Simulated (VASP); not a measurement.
# ZrB (P4/mmm) in VASP: single point with PBEsol

Aim: the single point of ZrB with PBEsol.

Everything below comes from runs of VASP 6.6.1. Logs are shortened: lines on timing, memory, paths and dates and some standing lists are left out, and cuts for length are marked.

### Step 1. The cell of the first run

It takes space group P4/mmm (No. 123, tetragonal). The conventional cell has a = 2.716 Å, b = 2.716 Å, c = 3.815 Å, α = 90.00°, β = 90.00°, γ = 90.00°. Within 3.6 Å of Zr (site symmetry 4/mmm) lie 8 B at 2.71 Å and 4 Zr at 2.72 Å. Within 3.6 Å of B (site symmetry 4/mmm) lie 8 Zr at 2.71 Å and 4 B at 2.72 Å.

### Step 2. Single point, PBEsol

Input file INCAR:

```
SYSTEM = ZrB
  PREC = Accurate
  ENCUT = 520
  EDIFF = 1E-6
  ISMEAR = 0
  SIGMA = 0.1
  LREAL = .FALSE.
  LASPH = .TRUE.
  NELM = 100
  ALGO = Normal
  ISIF = 2
  LWAVE = .FALSE.
  LCHARG = .FALSE.
  GGA = PS
  NBANDS = 14
```

Input file KPOINTS:

```
regular mesh
0
G
  6 6 6
  0 0 0
```

Input file POSCAR:

```
ZrB
1.0
    2.7155476622      0.0000000000      0.0000000000
    0.0000000000      2.7155476622      0.0000000000
    0.0000000000      0.0000000000      3.8149672402
Zr B
1 1
Direct
    0.0000000000      0.0000000000      0.0000000000
    0.5000000000      0.5000000000      0.5000000000
```

Potentials or basis: VASP PAW PBE potentials, release 64 (Zr_sv, B).

On the command line:

```sh
$ cat potpaw_PBE.64/Zr_sv/POTCAR potpaw_PBE.64/B/POTCAR > POTCAR
$ mpirun -np 1 vasp_std > vasp.out
```

OUTCAR:

```text
SYSTEM = ZrB
   PREC = Accurate
   ENCUT = 520
   EDIFF = 1E-6
   ISMEAR = 0
   LREAL = .FALSE.
   LASPH = .TRUE.
   NELM = 100
   ISIF = 2
   GGA = PS

 ion  position               nearest neighbor table
   1  0.000  0.000  0.000-   2 2.71   2 2.71   2 2.71   2 2.71   2 2.71   2 2.71   2 2.71   2 2.71

   2  0.500  0.500  0.500-   1 2.71   1 2.71   1 2.71   1 2.71   1 2.71   1 2.71   1 2.71   1 2.71

  LATTYP: Found a simple tetragonal cell.
 ALAT       =     2.7155476622
 C/A-ratio  =     1.4048610869

  Lattice vectors:

 A1 = (   2.7155476622,   0.0000000000,   0.0000000000)
 A2 = (   0.0000000000,   2.7155476622,   0.0000000000)
 A3 = (   0.0000000000,   0.0000000000,   3.8149672402)

Analysis of symmetry for initial positions (statically):
=====================================================================
 Subroutine PRICEL returns:
 Original cell was already a primitive cell.

 Routine SETGRP: Setting up the symmetry group for a
 simple tetragonal supercell.

 Subroutine GETGRP returns: Found 16 space group operations
 (whereof 16 operations were pure point group operations)
 out of a pool of 16 trial point group operations.

The static configuration has the point symmetry D_4h.

Analysis of symmetry for dynamics (positions and initial velocities):
=====================================================================
 Subroutine PRICEL returns:
 Original cell was already a primitive cell.

 Routine SETGRP: Setting up the symmetry group for a
 simple tetragonal supercell.

 Subroutine GETGRP returns: Found 16 space group operations
 (whereof 16 operations were pure point group operations)
 out of a pool of 16 trial point group operations.

The dynamic configuration has the point symmetry D_4h.

 Subroutine INISYM returns: Found 16 space group operations
 (whereof 16 operations are pure point group operations),
 and found     1 'primitive' translations

----------------------------------------------------------------------------------------

                                     Primitive cell

  volume of cell :      28.1323

  direct lattice vectors                    reciprocal lattice vectors
     2.715547662  0.000000000  0.000000000     0.368249843  0.000000000  0.000000000
     0.000000000  2.715547662  0.000000000     0.000000000  0.368249843  0.000000000
     0.000000000  0.000000000  3.814967240     0.000000000  0.000000000  0.262125449

  length of vectors
     2.715547662  2.715547662  3.814967240     0.368249843  0.368249843  0.262125449

  position of ions in fractional coordinates (direct lattice)
     0.000000000  0.000000000  0.000000000
     0.500000000  0.500000000  0.500000000

  ion indices of the primitive-cell ions
   primitive index   ion index
                 1           1
                 2           2

----------------------------------------------------------------------------------------

 KPOINTS: regular mesh

Automatic generation of k-mesh.
 Grid dimensions read from file:
 generate k-points for:    6    6    6

 Generating k-lattice:

  Cartesian coordinates                     Fractional coordinates (reciprocal lattice)
     0.061374974  0.000000000  0.000000000     0.166666667  0.000000000  0.000000000
     0.000000000  0.061374974  0.000000000     0.000000000  0.166666667  0.000000000
     0.000000000  0.000000000  0.043687575     0.000000000  0.000000000  0.166666667

  Length of vectors
     0.061374974  0.061374974  0.043687575

  Shift w.r.t. Gamma in fractional coordinates (k-lattice)
     0.000000000  0.000000000  0.000000000

 Subroutine IBZKPT returns following result:
 ===========================================

 Found     40 irreducible k-points:

 Following reciprocal coordinates:
            Coordinates               Weight
  0.000000  0.000000  0.000000      1.000000
  0.166667  0.000000  0.000000      4.000000
  0.333333  0.000000  0.000000      4.000000
  0.500000  0.000000  0.000000      2.000000
  0.166667  0.166667  0.000000      4.000000
  0.333333  0.166667  0.000000      8.000000
[... 16 lines left out ...]
  0.333333  0.000000  0.333333      8.000000
  0.500000  0.000000  0.333333      4.000000
 [... further k-points ...]
   k-points           NKPTS =     40   k-points in BZ     NKDIM =     40   number of bands    NBANDS=     14
   number of dos      NEDOS =    301   number of ions     NIONS =      2
   total plane-waves  NPLWV =  11200
   dimension x,y,z NGX =    20 NGY =   20 NGZ =   28
   dimension x,y,z NGXF=    40 NGYF=   40 NGZF=   56
   ions per type =               1   1
   NGX,Y,Z   is equivalent  to a cutoff of  12.24, 12.24, 12.20 a.u.
   NGXF,Y,Z  is equivalent  to a cutoff of  24.49, 24.49, 24.40 a.u.
 SYSTEM =  ZrB
   PREC   = accura    normal or accurate (medium, high low for compatibility)
   ISTART =      0    job   : 0-new  1-cont  2-samecut
   ICHARG =      2    charge: 1-file 2-atom 10-const
   ISPIN  =      1    spin polarized calculation?
   LNONCOLLINEAR =      F non collinear calculations
   LSORBIT =      F    spin-orbit coupling
   LASPH  =      T    aspherical Exc in radial PAW
   ENCUT  =  520.0 eV  38.22 Ry    6.18 a.u.   5.05  5.05  7.09*2*pi/ulx,y,z
   NELM   =    100;   NELMIN=  2; NELMDL= -5     # of ELM steps
   EDIFF  = 0.1E-05   stopping-criterion for ELM
   LREAL  =      F    real-space projection
   EDIFFG = 0.1E-04   stopping-criterion for IOM
   NSW    =      0    number of steps for IOM
   IBRION =     -1    ionic relax: 0-MD 1-quasi-New 2-CG
   NFREE  =      0    steps in history (QN), initial steepest desc. (CG)
   ISIF   =      2    stress and relaxation
   ISYM   =      2    0-nonsym 1-usesym 2-fastsym
   POTIM  = 0.5000    time-step for ionic-motion
   TEBEG  =    0.0;   TEEND  =   0.0 temperature during run
   PSTRESS=    0.0 pullay stress
   NELECT =      15.0000    total number of electrons
   NUPDOWN=      -1.0000    fix difference up-down
   EMIN   =  10.00;   EMAX   =-10.00  energy-range for DOS
   EFERMI =   0.00;   METHOD = LEGACY
   ISMEAR =     0;   SIGMA  =   0.10  broadening in eV -4-tet -1-fermi 0-gaus
   EFERMI_NEDOS =   21; number of points for ismear=-14 and -15
   IALGO  =     38    algorithm
   IMIX   =      4    mixing-type and parameters
     AMIX     =   0.40;   BMIX     =  1.00
     AMIX_MAG =   1.60;   BMIX_MAG =  1.00
  volume/ion in A,a.u.               =      14.07        94.92
  Fermi-wavevector in a.u.,A,eV,Ry     =   1.327507  2.508624 23.977191  1.762274
  Thomas-Fermi vector in A             =   2.456814
   LORBIT       =      0    0 simple, 1 ext, 2 COOP (PROOUT), +10 PAW based schemes
   GGA     = PS    functional components
   LHFCALC =     F    Hartree Fock is set to
   AEXX    =    0.0000 exact exchange contribution
   IVDW    =     0    specifies the selected vdW correction
   LEPSILON=     F    determine dielectric tensor
   LRPA    =     F    only Hartree local field effects (RPA)
 non-spin polarized calculation
 Gauss-broadening in eV      SIGMA  =   0.10
  energy-cutoff  :      520.00
  volume of cell :       28.13
 maximum number of plane-waves:       776
   NGX = 11   NGY = 11   NGZ = 15

 number of electron      14.9999998 magnetization

 Free energy of the ion-electron system (eV)
  ---------------------------------------------------
  ext. energy  EPLUGINS =         0.00000000
  ---------------------------------------------------
  free energy    TOTEN  =       -15.67470177 eV

  energy without entropy =      -15.66801198  energy(sigma->0) =      -15.67135688

 E-fermi :   9.1094     XC(G=0): -11.8530

 val. band max:        9.0637530319   @ k =   0.0000   0.0000   0.1667
 cond. band min:       9.1234110444   @ k =   0.5000   0.3333   0.5000
 fundamental gap:      0.0596580125
 Fermi energy:         9.1094307674

 k-point     1 :       0.0000    0.0000    0.0000
  band No.  band energies     occupation
      1     -39.5018      2.00000
      2     -17.5515      2.00000
      3     -16.5096      2.00000
      4     -16.5096      2.00000
      5      -0.5619      2.00000
      6       6.6547      2.00000
      7       6.9297      2.00000
      8       8.6505      2.00000
      9      13.6792      0.00000
     10      13.6792      0.00000
     11      13.7345      0.00000
     12      13.7345      0.00000
     13      15.9432      0.00000
     14      18.6675      0.00000

 k-point     2 :       0.1667    0.0000    0.0000
  band No.  band energies     occupation
      1     -39.4290      2.00000
      2     -17.4786      2.00000
      3     -17.0876      2.00000
      4     -16.4586      2.00000
      5       0.0221      2.00000
      6       7.0756      2.00000
      7       7.7902      2.00000
      8       7.8226      2.00000
      9      12.2074      0.00000
     10      13.1535      0.00000
     11      13.8687      0.00000
     12      14.1217      0.00000
     13      15.7942      0.00000
     14      18.8490      0.00000

 k-point     3 :       0.3333    0.0000    0.0000
  band No.  band energies     occupation
      1     -39.2790      2.00000
      2     -18.1331      2.00000
      3     -17.3287      2.00000
      4     -16.3547      2.00000
      5       1.5741      2.00000
      6       6.4087      2.00000
      7       6.7340      2.00000
      8       7.8477      2.00000
      9      11.8131      0.00000
     10      13.5554      0.00000
     11      14.2820      0.00000
     12      15.5302      0.00000
     13      16.2682      0.00000
     14      18.2229      0.00000
[... 324 lines left out ...]
 k-point    23 :       0.3333    0.0000    0.3333
  band No.  band energies     occupation
      1     -39.2745      2.00000
      2     -18.1184      2.00000
      3     -17.4257      2.00000
      4     -16.3504      2.00000
      5       1.8040      2.00000
      6       5.8919      2.00000
      7       7.4701      2.00000
      8       8.6247      2.00000
      9      12.2580      0.00000
     10      12.7461      0.00000
     11      13.2801      0.00000
     12      14.6525      0.00000
     13      16.3309      0.00000
     14      19.0129      0.00000

 k-point    24 :       0.5000    0.0000    0.3333
  band No.  band energies     occupation
      1     -39.1976      2.00000
      2     -18.5969      2.00000
      3     -17.3407      2.00000
      4     -16.2980      2.00000
      5       2.2722      2.00000
      6       5.5593      2.00000
      7       7.8070      2.00000
      8       8.1562      2.00000
      9      11.7295      0.00000
     10      13.6054      0.00000
     11      14.0776      0.00000
     12      14.5588      0.00000
     13      15.4163      0.00000
     14      19.8281      0.00000

 [... further k-points ...]

------------------------ aborting loop because EDIFF is reached ----------------------------------------

  FORCE on cell =-STRESS in cart. coord.  units (eV):
  Direction    XX          YY          ZZ          XY          YZ          ZX
  --------------------------------------------------------------------------------------
  -------------------------------------------------------------------------------------
  Total        0.9348892      0.9348892     -5.3483828      0.0000000      0.0000000      0.0000000
  in kB       53.2433125     53.2433125   -304.5982420      0.0000000      0.0000000      0.0000000
  external PRESSURE =     -66.0372057 kB  Pullay stress =       0.0000000 kB

 VOLUME and BASIS-vectors are now :
 -----------------------------------------------------------------------------
  energy-cutoff  :      520.00
  volume of cell :       28.13
      direct lattice vectors                 reciprocal lattice vectors
     2.715547662  0.000000000  0.000000000     0.368249843  0.000000000  0.000000000
     0.000000000  2.715547662  0.000000000     0.000000000  0.368249843  0.000000000
     0.000000000  0.000000000  3.814967240     0.000000000  0.000000000  0.262125449

 POSITION                                       TOTAL-FORCE (eV/Angst)
 -----------------------------------------------------------------------------------
      0.00000      0.00000      0.00000         0.000000      0.000000      0.000000
      1.35777      1.35777      1.90748         0.000000      0.000000      0.000000
 -----------------------------------------------------------------------------------
    total drift:                                0.000000      0.000000     -0.000000

  FREE ENERGIE OF THE ION-ELECTRON SYSTEM (eV)
  ---------------------------------------------------
  free  energy   TOTEN  =       -15.6747017745 eV

  energy  without entropy=      -15.6680119789  energy(sigma->0) =      -15.67135688
```

Run time: 6 s. Hardware: 1 thread of Intel Xeon 6975P-C (Granite Rapids), shared host; peak memory 0.13 GiB.

What came out:

| Property | Result |
| --- | --- |
| Free energy | -15.6747 eV |
| Pressure | -6.6 GPa |
| Band gap on the k mesh | zero (an odd number of electrons rules out a gap without spin polarisation) |

Levels at points of the mesh, in eV from the Fermi level:
```
           k point  band 5  band 6  band 7  band 8  band 9  band 10  band 11  band 12
(0.00, 0.00, 0.00)   -9.67   -2.45   -2.18   -0.46    4.57     4.57     4.63     4.63
(0.50, 0.00, 0.00)   -5.46   -4.92   -3.32   -0.83    2.08     5.40     7.05     7.58
(0.50, 0.50, 0.00)   -5.85   -1.20   -1.20    0.08    0.08     0.98     1.92     2.52
(0.00, 0.00, 0.50)   -7.75   -5.30   -2.02    0.98    2.07     2.07     6.87     8.67
(0.50, 0.00, 0.50)   -7.12   -2.80   -1.23   -0.76    2.87     3.70     4.84     5.07
(0.50, 0.50, 0.50)   -4.90   -3.85   -3.85   -2.23    4.93     6.44     6.44     6.58
```

Caveat: the k points lie up to 0.39 Å⁻¹ apart, too coarse for converged energies and pressures of a metal; the PAW data sets were made with another functional, which shifts forces and pressure a little.
